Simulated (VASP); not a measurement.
# Ru (Pm-3m) in VASP: notebook, part 2 of 2

VASP 6.6.1.

## Step 3: Relaxation of cell and atoms, r2SCAN, collinear spin, ferromagnetic start

This run uses another cell than the first one, of 14.64 Å³/atom.

Input file POSCAR:

```
Ru
1.0
    2.4462764308      0.0000000000      0.0000000000
    0.0000000000      2.4462764308      0.0000000000
    0.0000000000      0.0000000000      2.4462764308
Ru
1
Direct
    0.0000000000      0.0000000000      0.0000000000
```

Input file INCAR.step1:

```
SYSTEM = Ru
PREC = Accurate ; ENCUT = 620
ISMEAR = -1 ; SIGMA = 0.05
LREAL = .FALSE. ; LASPH = .TRUE.
NELM = 200 ; ISPIN = 2
MAGMOM = 1 ; LMAXMIX = 4
GGA = PE ; ALGO = Normal
EDIFF = 1E-5 ; LWAVE = .TRUE.
LCHARG = .FALSE. ; GGA_COMPAT = .FALSE.
IBRION = 2 ; ISIF = 3
EDIFFG = -0.005 ; NELMIN = 4
NSW = 100
```

Input file INCAR.step2:

```
SYSTEM = Ru
PREC = Accurate ; ENCUT = 620
EDIFF = 1E-7 ; ISMEAR = -1
SIGMA = 0.05 ; LREAL = .FALSE.
LASPH = .TRUE. ; NELM = 200
ALGO = Normal ; ISIF = 3
LWAVE = .FALSE. ; LCHARG = .FALSE.
ISPIN = 2 ; MAGMOM = 1
LORBIT = 11 ; LMAXMIX = 4
METAGGA = R2SCAN ; LMIXTAU = .TRUE.
IBRION = 2 ; NSW = 80
EDIFFG = -0.01 ; ISTART = 1
GGA_COMPAT = .FALSE. ; NELMIN = 4
```

Input file KPOINTS:

```
regular mesh
0
G
  13 13 13
  0 0 0
```

Potentials or basis: VASP PAW PBE potentials, release 64 (Ru_sv).

Run with:

```bash
> cat potpaw_PBE.64/Ru_sv/POTCAR > POTCAR
> cp INCAR.step1 INCAR
> mpirun -np 1 vasp_std > vasp.out
> cp INCAR.step2 INCAR
> mpirun -np 1 vasp_std > vasp.out
```

OUTCAR:

```text
SYSTEM = Ru
   PREC = Accurate
   ENCUT = 620
   EDIFF = 1E-7
   ISMEAR = -1
   LREAL = .FALSE.
   LASPH = .TRUE.
   NELM = 200
   ISIF = 3
   ISPIN = 2
   LORBIT = 11
   METAGGA = R2SCAN
   IBRION = 2
   NSW = 80
   EDIFFG = -0.01
   ISTART = 1
   NELMIN = 4

 ion  position               nearest neighbor table
   1  0.000  0.000  0.000-

  LATTYP: Found a simple cubic cell.
 ALAT       =     2.4462764308

  Lattice vectors:

 A1 = (   2.4462764308,   0.0000000000,   0.0000000000)
 A2 = (   0.0000000000,   2.4462764308,   0.0000000000)
 A3 = (   0.0000000000,   0.0000000000,   2.4462764308)

Analysis of symmetry for initial positions (statically):
=====================================================================
 Subroutine PRICEL returns:
 Original cell was already a primitive cell.

 Routine SETGRP: Setting up the symmetry group for a
 simple cubic supercell.

 Subroutine GETGRP returns: Found 48 space group operations
 (whereof 48 operations were pure point group operations)
 out of a pool of 48 trial point group operations.

The static configuration has the point symmetry O_h .

Analysis of symmetry for dynamics (positions and initial velocities):
=====================================================================
 Subroutine PRICEL returns:
 Original cell was already a primitive cell.

 Routine SETGRP: Setting up the symmetry group for a
 simple cubic supercell.

 Subroutine GETGRP returns: Found 48 space group operations
 (whereof 48 operations were pure point group operations)
 out of a pool of 48 trial point group operations.

The dynamic configuration has the point symmetry O_h .

Analysis of structural, dynamic, and magnetic symmetry:
=====================================================================
 Subroutine PRICEL returns:
 Original cell was already a primitive cell.

 Routine SETGRP: Setting up the symmetry group for a
 simple cubic supercell.

 Subroutine GETGRP returns: Found 48 space group operations
 (whereof 48 operations were pure point group operations)
 out of a pool of 48 trial point group operations.

[... 141 lines left out ...]
 number of electron      15.9999994 magnetization       0.0000000

 Free energy of the ion-electron system (eV)
  ---------------------------------------------------
  ext. energy  EPLUGINS =         0.00000000
  ---------------------------------------------------
  free energy    TOTEN  =       -24.27143135 eV

  energy without entropy =      -24.26308970  energy(sigma->0) =      -24.26726053

------------------------ aborting loop because EDIFF is reached ----------------------------------------

  FORCE on cell =-STRESS in cart. coord.  units (eV):
  Direction    XX          YY          ZZ          XY          YZ          ZX
  --------------------------------------------------------------------------------------
  -------------------------------------------------------------------------------------
  Total        1.3708707      1.3708707      1.3708707      0.0000000      0.0000000     -0.0000000
  in kB      150.0342711    150.0342711    150.0342711      0.0000000      0.0000000     -0.0000000
  external PRESSURE =     150.0342711 kB  Pullay stress =       0.0000000 kB
[... 98 lines left out ...]
 number of electron      15.9999996 magnetization      -0.0000000

 number of electron      15.9999996 magnetization       0.0000000

 Free energy of the ion-electron system (eV)
  ---------------------------------------------------
  ext. energy  EPLUGINS =         0.00000000
  ---------------------------------------------------
  free energy    TOTEN  =       -24.30771642 eV

  energy without entropy =      -24.29864148  energy(sigma->0) =      -24.30317895

 E-fermi :  12.8632     XC(G=0): -14.2951

 val. band max:       12.8447332362   @ k =   0.3077   0.0769   0.0769
 cond. band min:      12.8795502669   @ k =   0.3846   0.2308   0.1538
 fundamental gap:      0.0348170306
 Fermi energy:        12.8632337875

 spin component 1

 k-point     1 :       0.0000    0.0000    0.0000
  band No.  band energies     occupation
      1     -62.3379      1.00000
      2     -30.9078      1.00000
      3     -30.9078      1.00000
      4     -30.9078      1.00000
      5       5.3905      1.00000
      6       7.0667      1.00000
      7       7.0667      1.00000
      8      14.5868      0.00000
      9      14.5868      0.00000
     10      14.5868      0.00000
     11      30.4887      0.00000
     12      30.4887      0.00000
     13      30.4887      0.00000
[... 356 lines left out ...]
      2     -31.8644      1.00000
      3     -31.6111      1.00000
      4     -30.7442      1.00000
      5       7.6706      1.00000
      6       8.4954      1.00000
      7      12.3704      0.99995
      8      12.4225      0.99985
      9      12.9991      0.06192
     10      15.2352      0.00000
     11      22.3069      0.00000
     12      28.1249      0.00000
     13      31.9143      0.00000

 [... further k-points ...]

 spin component 2

 k-point     1 :       0.0000    0.0000    0.0000
  band No.  band energies     occupation
      1     -62.3379      1.00000
      2     -30.9078      1.00000
      3     -30.9078      1.00000
      4     -30.9078      1.00000
      5       5.3905      1.00000
      6       7.0667      1.00000
      7       7.0667      1.00000
      8      14.5868      0.00000
      9      14.5868      0.00000
     10      14.5868      0.00000
     11      30.4887      0.00000
     12      30.4887      0.00000
     13      30.4887      0.00000
[... 396 lines left out ...]
  FREE ENERGIE OF THE ION-ELECTRON SYSTEM (eV)
  ---------------------------------------------------
  free  energy   TOTEN  =       -24.3077164214 eV

  energy  without entropy=      -24.2986414768  energy(sigma->0) =      -24.30317895

 reached required accuracy - stopping structural energy minimisation

 total charge

# of ion       s       p       d       tot
------------------------------------------
    1        2.221   6.044   5.466  13.731

 magnetization (x)

# of ion       s       p       d       tot
------------------------------------------
    1        0.000   0.000   0.000   0.000
```

OUTCAR.step1:

```text
SYSTEM = Ru
   PREC = Accurate
   ENCUT = 620
   ISMEAR = -1
   LREAL = .FALSE.
   LASPH = .TRUE.
   NELM = 200
   ISPIN = 2
   GGA = PE
   EDIFF = 1E-5
   IBRION = 2
   ISIF = 3
   EDIFFG = -0.005
[... 1192 lines left out ...]
  band No.  band energies     occupation
      1     -60.4643      1.00000
      2     -29.8829      1.00000
      3     -29.8829      1.00000
      4     -29.8829      1.00000
      5       5.3843      1.00000
      6       7.1912      1.00000
      7       7.1912      1.00000
      8      14.1270      0.00000
      9      14.1270      0.00000
     10      14.1270      0.00000
     11      29.1206      0.00000
     12      29.1206      0.00000
[... 785 lines left out ...]
  FREE ENERGIE OF THE ION-ELECTRON SYSTEM (eV)
  ---------------------------------------------------
  free  energy   TOTEN  =        -8.1481697595 eV

  energy  without entropy=       -8.1380752958  energy(sigma->0) =       -8.14312253

 reached required accuracy - stopping structural energy minimisation
```

OSZICAR.step1:

```text
N       E                     dE             d eps       ncg     rms          rms(c)
DAV:   1     0.148840176788E+03    0.14884E+03   -0.10342E+04  4392   0.149E+03
DAV:   2    -0.539015429014E+01   -0.15423E+03   -0.14518E+03  4908   0.425E+02
DAV:   3    -0.828907384812E+01   -0.28989E+01   -0.28648E+01  5041   0.626E+01
[... 121 lines left out ...]
       N       E                     dE             d eps       ncg     rms          rms(c)
DAV:   1    -0.814827550160E+01   -0.10474E-03   -0.17881E-03  4398   0.665E-01    0.124E-01
DAV:   2    -0.814817207024E+01    0.10343E-03   -0.25026E-04  4388   0.224E-01    0.217E-02
DAV:   3    -0.814817102540E+01    0.10448E-05   -0.50617E-06  2284   0.311E-02    0.201E-02
DAV:   4    -0.814816975953E+01    0.12659E-05   -0.12621E-06  2194   0.161E-02
  19 F= -.81481698E+01 E0= -.81431225E+01  d E =-.620447E-05  mag=    -0.0000
```

Wall time 4.7 min (1 thread of Intel Xeon 6975P-C (Granite Rapids), shared host); peak memory 0.16 GiB.

Results:

| Property | Result |
| --- | --- |
| Free energy | -24.3077 eV |
| Relaxed volume | 15.46 Å³/atom |
| Relaxed cell | a = 2.491 Å, b = 2.491 Å, c = 2.491 Å, α = 90.00°, β = 90.00°, γ = 90.00° |
| Space group after relaxing (to 0.1 Å) | Pm-3m (No. 221) |
| Energy gained by relaxing | 36.3 meV/atom |
| Ionic steps | 4 |
| Pressure after relaxing | -0.1 GPa |
| Band gap on the k mesh | zero (filled and empty bands overlap) |
| Net moment | 0.00 μB per cell |
| Valence electrons inside the program's atomic spheres | Ru 13.73 |

The path:
```
step  energy change (eV)  largest force (eV/Å)  pressure (GPa)  volume (Å³)
   1              0.0000                0.0000           15.00        14.64
   2              0.1596                0.0000          -24.09        17.74
   3             -0.0362                0.0000           -0.68        15.50
   4             -0.0363                0.0000           -0.06        15.46
```

Final structure:
```
Ru
1.0
     2.49127    0.00000    0.00000
     0.00000    2.49127    0.00000
     0.00000    0.00000    2.49127
Ru
1
Direct
  0.00000 0.00000 0.00000
```

Caveat: the PAW data sets were made with another functional, which shifts forces and pressure a little.

## Step 4: Single point, r2SCAN

This run uses another cell than the first one, of 15.47 Å³/atom.

Input file POSCAR:

```
Ru
1.0
    2.4914415084      0.0000000000      0.0000000000
    0.0000000000      2.4914415084      0.0000000000
    0.0000000000      0.0000000000      2.4914415084
Ru
1
Direct
    0.0000000000      0.0000000000      0.0000000000
```

Input file INCAR.step1:

```
SYSTEM = Ru
PREC = Accurate
ENCUT = 620
ISMEAR = -1
SIGMA = 0.1
LREAL = .FALSE.
LASPH = .TRUE.
NELM = 120
NBANDS = 14
GGA = PE
ALGO = Normal
EDIFF = 1E-5
LWAVE = .TRUE.
LCHARG = .FALSE.
GGA_COMPAT = .FALSE.
```

Input file INCAR.step2:

```
SYSTEM = Ru
PREC = Accurate
ENCUT = 620
EDIFF = 1E-6
ISMEAR = -1
SIGMA = 0.1
LREAL = .FALSE.
LASPH = .TRUE.
NELM = 120
ALGO = Normal
ISIF = 2
LWAVE = .FALSE.
LCHARG = .TRUE.
METAGGA = R2SCAN
LMIXTAU = .TRUE.
LELF = .TRUE.
LVHAR = .TRUE.
NBANDS = 14
ISTART = 1
GGA_COMPAT = .FALSE.
```

Input file KPOINTS:

```
Automatic mesh
0
G
  13 13 13
  0 0 0
```

Potentials or basis: VASP PAW PBE potentials, release 64 (Ru_sv).

Run with:

```bash
> cat potpaw_PBE.64/Ru_sv/POTCAR > POTCAR
> cp INCAR.step1 INCAR
> mpirun -np 1 vasp_std > vasp.out
> cp INCAR.step2 INCAR
> mpirun -np 1 vasp_std > vasp.out
```

OUTCAR:

```text
SYSTEM = Ru
   PREC = Accurate
   ENCUT = 620
   EDIFF = 1E-6
   ISMEAR = -1
   LREAL = .FALSE.
   LASPH = .TRUE.
   NELM = 120
   ISIF = 2
   METAGGA = R2SCAN
   ISTART = 1

 ion  position               nearest neighbor table
   1  0.000  0.000  0.000-

  LATTYP: Found a simple cubic cell.
 ALAT       =     2.4914415084

  Lattice vectors:

 A1 = (   2.4914415084,   0.0000000000,   0.0000000000)
 A2 = (   0.0000000000,   2.4914415084,   0.0000000000)
 A3 = (   0.0000000000,   0.0000000000,   2.4914415084)

[... 577 lines left out ...]
      7      12.3672      1.98337
      8      12.4193      1.97216
      9      12.9957      0.36365
     10      15.2312      0.00000
     11      22.3018      0.00000
     12      28.1191      0.00000
     13      31.9084      0.00000
     14      36.5035      0.00000

 [... further k-points ...]
[... 5 lines left out ...]
  --------------------------------------------------------------------------------------
  -------------------------------------------------------------------------------------
  Total        0.0176087      0.0176087      0.0176087     -0.0000000      0.0000000     -0.0000000
  in kB        1.8242544      1.8242544      1.8242544     -0.0000000      0.0000000     -0.0000000
  external PRESSURE =       1.8242544 kB  Pullay stress =       0.0000000 kB

 VOLUME and BASIS-vectors are now :
 -----------------------------------------------------------------------------
  energy-cutoff  :      620.00
  volume of cell :       15.47
      direct lattice vectors                 reciprocal lattice vectors
     2.491441508  0.000000000  0.000000000     0.401374063  0.000000000  0.000000000
     0.000000000  2.491441508  0.000000000     0.000000000  0.401374063  0.000000000
     0.000000000  0.000000000  2.491441508     0.000000000  0.000000000  0.401374063

 POSITION                                       TOTAL-FORCE (eV/Angst)
 -----------------------------------------------------------------------------------
      0.00000      0.00000      0.00000         0.000000      0.000000      0.000000
 -----------------------------------------------------------------------------------
    total drift:                               -0.000000      0.000000      0.000000

  FREE ENERGIE OF THE ION-ELECTRON SYSTEM (eV)
  ---------------------------------------------------
  free  energy   TOTEN  =       -24.3235532654 eV

  energy  without entropy=      -24.2802378456  energy(sigma->0) =      -24.30189556
```

OUTCAR.step1:

```text
SYSTEM = Ru
   PREC = Accurate
   ENCUT = 620
   ISMEAR = -1
   LREAL = .FALSE.
   LASPH = .TRUE.
[... 624 lines left out ...]
 -----------------------------------------------------------------------------------
      0.00000      0.00000      0.00000         0.000000      0.000000      0.000000
 -----------------------------------------------------------------------------------
    total drift:                                0.000000      0.000000      0.000000

  FREE ENERGIE OF THE ION-ELECTRON SYSTEM (eV)
  ---------------------------------------------------
  free  energy   TOTEN  =        -8.1596081537 eV

  energy  without entropy=       -8.1138502202  energy(sigma->0) =       -8.13672919
```

Wall time 24 s (1 thread of Intel Xeon 6975P-C (Granite Rapids), shared host); peak memory 0.14 GiB.

What came out:

```yaml
Free_energy: -24.3236 eV
Pressure: 0.2 GPa
Band_gap_on_the_k_mesh: zero (bands 8 and 9 overlap by 4.66 eV)
```

Levels at points of the mesh, in eV from the Fermi level:
```
           k point  band 6  band 7  band 8  band 9  band 10  band 11
(0.00, 0.00, 0.00)   -5.78   -5.78    1.74    1.74     1.74    17.64
```

Caveat: the PAW data sets were made with another functional, which shifts forces and pressure a little.

## Step 5: The runs side by side

```tsv
task	spin	cell	k mesh	smearing	gap on the mesh (eV)	pressure (GPa)
single point	off	a = 2.458 Å, 1 atom	14 × 14 × 14	fermi-dirac 0.1 eV	none	11.2
relaxation of cell and atoms	collinear, ferromagnetic start	relaxed from a = 2.446 Å, 1 atom	13 × 13 × 13	fermi-dirac 0.05 eV	none	-0.1
single point	off	a = 2.491 Å, 1 atom	13 × 13 × 13	fermi-dirac 0.1 eV	none	0.2
```

Alike in all rows: level r2SCAN; potentials or basis VASP PAW PBE potentials, release 64 (Ru_sv); cutoff (eV) 620.

Caveats: the PAW data sets were made with another functional, which shifts forces and pressure a little; the cell stands under pressure (at least some runs).

Absolute energies hang on the potentials; compare differences alone.

The gap in the log of VASP goes by the Fermi energy; the results here count the filled bands.